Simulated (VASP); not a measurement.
# Hf (Fd-3m) in VASP: single point with PBE

Aim: the single point of Hf with PBE.

All numbers are computed with VASP 6.6.1; they aren't measurements. Logs are shortened: lines on timing, memory, paths and dates and some standing lists are left out, and cuts for length are marked.

**1. The cell of the first run**

The structure is cubic, space group Fd-3m (No. 227). The conventional cell has a = 6.557 Å, b = 6.557 Å, c = 6.557 Å, α = 90.00°, β = 90.00°, γ = 90.00°. Within 3.7 Å of Hf (site symmetry -43m) lie 4 Hf at 2.84 Å.

**2. Single point, PBE**

INCAR

```
SYSTEM = Hf
PREC = Accurate ; ENCUT = 520
EDIFF = 1E-6 ; ISMEAR = -1
SIGMA = 0.13605693000000002 ; LREAL = .False.
LASPH = .True. ; NELM = 80
ALGO = Normal ; ISIF = 2
LWAVE = .False. ; LCHARG = .False.
GGA = PE ; NBANDS = 17
```

KPOINTS

```
regular mesh
0
Gamma
  8 8 8
  0 0 0
```

POSCAR

```
Hf
1.0
    0.0000000000      3.2786810580      3.2786810580
    3.2786810580      0.0000000000      3.2786810580
    3.2786810580      3.2786810580      0.0000000000
Hf
2
Direct
    0.0000000000      0.0000000000      0.0000000000
    0.2500000000      0.2500000000      0.2500000000
```

Potentials or basis: VASP PAW PBE potentials, release 64 (Hf_pv).

Launch:

```console
> cat potpaw_PBE.64/Hf_pv/POTCAR > POTCAR
> mpirun -np 1 vasp_std > vasp.out
```

OUTCAR:

```text
SYSTEM = Hf
   PREC = Accurate
   ENCUT = 520
   EDIFF = 1E-6
   ISMEAR = -1
   LREAL = .False.
   LASPH = .True.
   NELM = 80
   ISIF = 2
   GGA = PE

 ion  position               nearest neighbor table
   1  0.000  0.000  0.000-   2 2.84   2 2.84   2 2.84   2 2.84
   2  0.250  0.250  0.250-   1 2.84   1 2.84   1 2.84   1 2.84

  LATTYP: Found a face centered cubic cell.
 ALAT       =     6.5573621160

  Lattice vectors:

 A1 = (   0.0000000000,   3.2786810580,   3.2786810580)
 A2 = (   3.2786810580,   0.0000000000,   3.2786810580)
 A3 = (   3.2786810580,   3.2786810580,   0.0000000000)

Analysis of symmetry for initial positions (statically):
=====================================================================
 Subroutine PRICEL returns:
 Original cell was already a primitive cell.

 Routine SETGRP: Setting up the symmetry group for a
 face centered cubic supercell.

 Subroutine GETGRP returns: Found 48 space group operations
 (whereof 24 operations were pure point group operations)
 out of a pool of 48 trial point group operations.

The static configuration has the point symmetry T_d .
 The point group associated with its full space group is O_h .

Analysis of symmetry for dynamics (positions and initial velocities):
=====================================================================
 Subroutine PRICEL returns:
 Original cell was already a primitive cell.

 Routine SETGRP: Setting up the symmetry group for a
 face centered cubic supercell.

 Subroutine GETGRP returns: Found 48 space group operations
 (whereof 24 operations were pure point group operations)
 out of a pool of 48 trial point group operations.

The dynamic configuration has the point symmetry T_d .
 The point group associated with its full space group is O_h .

 Subroutine INISYM returns: Found 48 space group operations
 (whereof 24 operations are pure point group operations),
 and found     1 'primitive' translations

----------------------------------------------------------------------------------------

                                     Primitive cell

  volume of cell :      70.4900

  direct lattice vectors                    reciprocal lattice vectors
     0.000000000  3.278681058  3.278681058    -0.152500347  0.152500347  0.152500347
     3.278681058  0.000000000  3.278681058     0.152500347 -0.152500347  0.152500347
     3.278681058  3.278681058  0.000000000     0.152500347  0.152500347 -0.152500347

  length of vectors
     4.636755219  4.636755219  4.636755219     0.264138350  0.264138350  0.264138350

  position of ions in fractional coordinates (direct lattice)
     0.000000000  0.000000000  0.000000000
     0.250000000  0.250000000  0.250000000

  ion indices of the primitive-cell ions
   primitive index   ion index
                 1           1
                 2           2

----------------------------------------------------------------------------------------

 KPOINTS: regular mesh

Automatic generation of k-mesh.
 Grid dimensions read from file:
 generate k-points for:    8    8    8

 Generating k-lattice:

  Cartesian coordinates                     Fractional coordinates (reciprocal lattice)
    -0.019062543  0.019062543  0.019062543     0.125000000  0.000000000  0.000000000
     0.019062543 -0.019062543  0.019062543     0.000000000  0.125000000  0.000000000
     0.019062543  0.019062543 -0.019062543     0.000000000  0.000000000  0.125000000

  Length of vectors
     0.033017294  0.033017294  0.033017294

  Shift w.r.t. Gamma in fractional coordinates (k-lattice)
     0.000000000  0.000000000  0.000000000

 Subroutine IBZKPT returns following result:
 ===========================================

 Found     29 irreducible k-points:

 Following reciprocal coordinates:
            Coordinates               Weight
  0.000000  0.000000  0.000000      1.000000
  0.125000  0.000000  0.000000      8.000000
  0.250000  0.000000  0.000000      8.000000
  0.375000  0.000000  0.000000      8.000000
  0.500000  0.000000  0.000000      4.000000
  0.125000  0.125000  0.000000      6.000000
[... 16 lines left out ...]
  0.500000  0.250000  0.125000     48.000000
 -0.375000  0.250000  0.125000     24.000000
 [... further k-points ...]
   k-points           NKPTS =     29   k-points in BZ     NKDIM =     29   number of bands    NBANDS=     17
   number of dos      NEDOS =    301   number of ions     NIONS =      2
   total plane-waves  NPLWV =  46656
   dimension x,y,z NGX =    36 NGY =   36 NGZ =   36
   dimension x,y,z NGXF=    72 NGYF=   72 NGZF=   72
   ions per type =               2
   NGX,Y,Z   is equivalent  to a cutoff of  12.91, 12.91, 12.91 a.u.
   NGXF,Y,Z  is equivalent  to a cutoff of  25.81, 25.81, 25.81 a.u.
 SYSTEM =  Hf
   PREC   = accura    normal or accurate (medium, high low for compatibility)
   ISTART =      0    job   : 0-new  1-cont  2-samecut
   ICHARG =      2    charge: 1-file 2-atom 10-const
   ISPIN  =      1    spin polarized calculation?
   LNONCOLLINEAR =      F non collinear calculations
   LSORBIT =      F    spin-orbit coupling
   LASPH  =      T    aspherical Exc in radial PAW
   ENCUT  =  520.0 eV  38.22 Ry    6.18 a.u.   8.62  8.62  8.62*2*pi/ulx,y,z
   NELM   =     80;   NELMIN=  2; NELMDL= -5     # of ELM steps
   EDIFF  = 0.1E-05   stopping-criterion for ELM
   LREAL  =      F    real-space projection
   EDIFFG = 0.1E-04   stopping-criterion for IOM
   NSW    =      0    number of steps for IOM
   IBRION =     -1    ionic relax: 0-MD 1-quasi-New 2-CG
   NFREE  =      0    steps in history (QN), initial steepest desc. (CG)
   ISIF   =      2    stress and relaxation
   ISYM   =      2    0-nonsym 1-usesym 2-fastsym
   POTIM  = 0.5000    time-step for ionic-motion
   TEBEG  =    0.0;   TEEND  =   0.0 temperature during run
   PSTRESS=    0.0 pullay stress
   NELECT =      20.0000    total number of electrons
   NUPDOWN=      -1.0000    fix difference up-down
   EMIN   =  10.00;   EMAX   =-10.00  energy-range for DOS
   EFERMI =   0.00;   METHOD = LEGACY
   ISMEAR =    -1;   SIGMA  =   0.14  broadening in eV -4-tet -1-fermi 0-gaus
   EFERMI_NEDOS =   21; number of points for ismear=-14 and -15
   IALGO  =     38    algorithm
   IMIX   =      4    mixing-type and parameters
     AMIX     =   0.40;   BMIX     =  1.00
     AMIX_MAG =   1.60;   BMIX_MAG =  1.00
  volume/ion in A,a.u.               =      35.24       237.84
  Fermi-wavevector in a.u.,A,eV,Ry     =   1.075744  2.032862 15.745008  1.157225
  Thomas-Fermi vector in A             =   2.211609
   LORBIT       =      0    0 simple, 1 ext, 2 COOP (PROOUT), +10 PAW based schemes
   GGA     = PE    functional components
   LHFCALC =     F    Hartree Fock is set to
   AEXX    =    0.0000 exact exchange contribution
   IVDW    =     0    specifies the selected vdW correction
   LEPSILON=     F    determine dielectric tensor
   LRPA    =     F    only Hartree local field effects (RPA)
 non-spin polarized calculation
  energy-cutoff  :      520.00
  volume of cell :       70.49
 maximum number of plane-waves:      1924
 NGX is ok and might be reduce to    36
   NGX = 17   NGY = 17   NGZ = 17

 number of electron      20.0000002 magnetization

 Free energy of the ion-electron system (eV)
  ---------------------------------------------------
  ext. energy  EPLUGINS =         0.00000000
  ---------------------------------------------------
  free energy    TOTEN  =       -14.62173466 eV

  energy without entropy =      -14.32039531  energy(sigma->0) =      -14.47106498

 E-fermi :   1.5408     XC(G=0):  -9.0448

 val. band max:        1.5308489561   @ k =  -0.3750   0.3750   0.0000
 cond. band min:       1.5707612440   @ k =  -0.3750   0.2500   0.1250
 fundamental gap:      0.0399122879
 Fermi energy:         1.5407516587

 k-point     1 :       0.0000    0.0000    0.0000
  band No.  band energies     occupation
      1     -29.4566      2.00000
      2     -29.4566      2.00000
      3     -29.4566      2.00000
      4     -28.8872      2.00000
      5     -28.8872      2.00000
      6     -28.8872      2.00000
[... 9 lines left out ...]
     16       7.1112      0.00000
     17       7.1112      0.00000

 k-point     2 :       0.1250    0.0000    0.0000
  band No.  band energies     occupation
      1     -29.4662      2.00000
      2     -29.4662      2.00000
      3     -29.4546      2.00000
      4     -28.8909      2.00000
      5     -28.8772      2.00000
      6     -28.8772      2.00000
[... 9 lines left out ...]
     16       7.0538      0.00000
     17       7.0538      0.00000

 k-point     3 :       0.2500    0.0000    0.0000
  band No.  band energies     occupation
      1     -29.4882      2.00000
      2     -29.4882      2.00000
      3     -29.4501      2.00000
      4     -28.8996      2.00000
      5     -28.8541      2.00000
      6     -28.8541      2.00000
[... 9 lines left out ...]
     16       6.8447      0.00000
     17       6.8447      0.00000

 k-point     4 :       0.3750    0.0000    0.0000
  band No.  band energies     occupation
      1     -29.5087      2.00000
      2     -29.5087      2.00000
      3     -29.4459      2.00000
      4     -28.9078      2.00000
      5     -28.8326      2.00000
      6     -28.8326      2.00000
[... 9 lines left out ...]
     16       6.4328      0.00000
     17       6.4340      0.00000
[... 343 lines left out ...]
      1     -29.5368      2.00000
      2     -29.5136      2.00000
      3     -29.3844      2.00000
      4     -28.9681      2.00000
      5     -28.8278      2.00000
      6     -28.8052      2.00000
[... 9 lines left out ...]
     16       5.8485      0.00000
     17       7.2063      0.00000

 k-point    23 :       0.5000    0.2500    0.1250
  band No.  band energies     occupation
      1     -29.5633      2.00000
      2     -29.5316      2.00000
      3     -29.3505      2.00000
      4     -29.0037      2.00000
      5     -28.8090      2.00000
      6     -28.7794      2.00000
[... 9 lines left out ...]
     16       5.3385      0.00000
     17       6.9328      0.00000

 k-point    24 :      -0.3750    0.2500    0.1250
  band No.  band energies     occupation
      1     -29.5726      2.00000
      2     -29.5400      2.00000
      3     -29.3347      2.00000
      4     -29.0201      2.00000
      5     -28.8002      2.00000
      6     -28.7706      2.00000
[... 9 lines left out ...]
     16       5.7780      0.00000
     17       6.2689      0.00000

 [... further k-points ...]
[... 5 lines left out ...]
  --------------------------------------------------------------------------------------
  -------------------------------------------------------------------------------------
  Total       -0.0917343     -0.0917343     -0.0917343      0.0000000     -0.0000000     -0.0000000
  in kB       -2.0850431     -2.0850431     -2.0850431      0.0000000     -0.0000000     -0.0000000
  external PRESSURE =      -2.0850431 kB  Pullay stress =       0.0000000 kB

 VOLUME and BASIS-vectors are now :
 -----------------------------------------------------------------------------
  energy-cutoff  :      520.00
  volume of cell :       70.49
      direct lattice vectors                 reciprocal lattice vectors
     0.000000000  3.278681058  3.278681058    -0.152500347  0.152500347  0.152500347
     3.278681058  0.000000000  3.278681058     0.152500347 -0.152500347  0.152500347
     3.278681058  3.278681058  0.000000000     0.152500347  0.152500347 -0.152500347

 POSITION                                       TOTAL-FORCE (eV/Angst)
 -----------------------------------------------------------------------------------
      0.00000      0.00000      0.00000         0.000000     -0.000000     -0.000000
      1.63934      1.63934      1.63934        -0.000000      0.000000      0.000000
 -----------------------------------------------------------------------------------
    total drift:                                0.000000      0.000000      0.000000

  FREE ENERGIE OF THE ION-ELECTRON SYSTEM (eV)
  ---------------------------------------------------
  free  energy   TOTEN  =       -14.6217346564 eV

  energy  without entropy=      -14.3203953057  energy(sigma->0) =      -14.47106498
```

Run time: 20 s. Hardware: 1 thread of Intel Xeon Platinum 8559C (Emerald Rapids), shared host; peak memory 0.2 GiB.

Results:

```
Free energy            : -14.6217 eV
Pressure               : -0.2 GPa
Band gap on the k mesh : zero (band 10 reaches 1.86 eV, above the bottom of band 11 at 1.23 eV)
```

Caveat: spin-orbit coupling is left out, which moves the levels of the heavy elements.
